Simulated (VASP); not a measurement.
Here is a VASP 6.6.1 calculation.

File INCAR:

```
ALGO     = Normal         # electronic algorithm
EDIFF    = 1E-6           # SCF threshold, eV
ENCUT    = 520            # plane-wave cutoff, eV
GGA      = PE             # functional
ISIF     = 2              # what is computed and relaxed
ISMEAR   = 0              # smearing method
LASPH    = T              # aspherical terms in the spheres
LCHARG   = F              # write CHGCAR
LREAL    = F              # projectors in reciprocal space
LWAVE    = F              # write WAVECAR
NBANDS   = 28             # bands
NELM     = 100            # most SCF steps
PREC     = Accurate       # precision mode
SIGMA    = 0.1            # smearing width, eV
```

The input KPOINTS:

```
k-points
0
Gamma
  4 4 4
```

Contents of POSCAR:

```
SnPbO2
1.0
    3.8862432600      0.0000000000      0.0000000000
    0.0000000000      3.8862432600      0.0000000000
    0.0000000000      0.0000000000      5.1108518100
Sn Pb O
1 1 2
Direct
    0.5000000000      0.5000000000      0.2259747800
    0.0000000000      0.0000000000      0.7740252200
    0.5000000000      0.0000000000      0.0000000000
    0.0000000000      0.5000000000      0.0000000000
```

Potentials or basis: VASP PAW PBE potentials, release 64 (Sn_d, Pb_d, O).

Command:

```sh
$ cat potpaw_PBE.64/Sn_d/POTCAR potpaw_PBE.64/Pb_d/POTCAR potpaw_PBE.64/O/POTCAR > POTCAR
$ mpirun -np 1 vasp_std > vasp.out
```

Estimate the band gap on the k mesh.

1.02 eV (least direct gap 2.14 eV).

What does it give for the pressure?

5.5 GPa.

Estimate the largest force.

1.909 eV/Å.

Stress tensor (GPa, compression positive):
```
5.79 0.00 0.00
0.00 5.79 0.00
0.00 0.00 4.88
```

Caveat: the cell stands under pressure; spin-orbit coupling is left out, which moves the levels of the heavy elements; forces of over 1 eV/Å act on the atoms, so gaps and moduli don't describe the material at rest. A k mesh can miss the band edges.
